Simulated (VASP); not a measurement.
Runs of VASP 6.6.1 on TiB5. The structure is that of space group F-43m (No. 216), or close to it. The cells are those of the table. 

| task | spin | cell | k mesh | cutoff (eV) | gap on the mesh (eV) | pressure (GPa) | relaxed volume (Å³/atom) | largest force (eV/Å) |
| --- | --- | --- | --- | --- | --- | --- | --- | --- |
| single point | collinear, ferromagnetic start | a = 3.986 Å, angles 60.0°, 6 atoms | 6 × 6 × 6 | 520 | none | -0.1 | - | - |
| relaxation of cell and atoms | off | relaxed from a = 4.128 Å, angles 60.0°, 6 atoms | 6 × 6 × 6 | 600 | none | 0.0 | 7.46 | 0.01 |
| single point | off | a = 3.983 Å, angles 60.0°, 6 atoms | 12 × 12 × 12 | 520 | none | 0.0 | - | - |
| single point | off | a = 4.128 Å, angles 60.0°, 6 atoms | 6 × 6 × 6 | 520 | none | (a) | - | 0.49 |
| single point | off | a = 3.986 Å, angles 60.0°, 6 atoms | 6 × 6 × 6 | 520 | none | -0.1 | - | - |
| relaxation of cell and atoms | off | relaxed from a = 3.986 Å, angles 60.0°, 6 atoms | 12 × 12 × 12 | 600 | none | 0.0 | 7.45 | - |

Alike in all rows: level PBE; potentials or basis VASP PAW PBE potentials, release 64 (Ti_sv, B); smearing gaussian 0.1 eV.

Q: Fill in the values left out.

A: (a) -20.7.

A gap of «none» marks levels without a gap at the run's occupations.
